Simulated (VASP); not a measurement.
AgI: single point with PBE+D3(BJ)

The system is AgI.

```xyz
2
Lattice="0.0000 3.2821 3.2821 3.2821 0.0000 3.2821 3.2821 3.2821 0.0000" Properties=species:S:1:pos:R:3 pbc="T T T"
Ag    0.0000    0.0000    0.0000
I     4.9231    4.9231    4.9231
```

```
Program                : VASP 6.6.1
Task                   : single point
Functional             : PBE
Dispersion             : D3(BJ)
Potentials or basis    : VASP PAW PBE potentials, release 64 (Ag, I)
Cutoff                 : 500 eV
k mesh                 : 4 × 4 × 4
Occupations            : fermi-dirac, width 0.19 eV
Spin                   : no spin polarisation
Dipole correction      : no
Further INCAR settings : ALGO = Normal; EDIFF = 1e-06; NBANDS = 16
```

```
Pressure                   : -0.8 GPa
Band gap on the k mesh     : 1.34 eV, direct
Dispersion energy per atom : -0.311 eV
```

Levels at points of the mesh, in eV from the valence-band top:
```
           k point  band 7  band 8  band 9  band 10  band 11  band 12
(0.00, 0.00, 0.00)    0.00    0.00    0.00     1.34     5.80     5.80
(0.50, 0.00, 0.00)   -2.81   -0.68   -0.68     2.77     6.27     6.27
(0.50, 0.50, 0.00)   -2.49   -1.68   -1.68     3.70     3.85     8.40
```

Run time: 11 s on 1 thread of Intel Xeon 8259CL, on a shared host, peak memory 0.21 GiB.

Caveat: three body term missing; spin-orbit coupling is left out, which moves the levels of the heavy elements. PBE gaps usually lie below the measured ones, often by a third to a half.
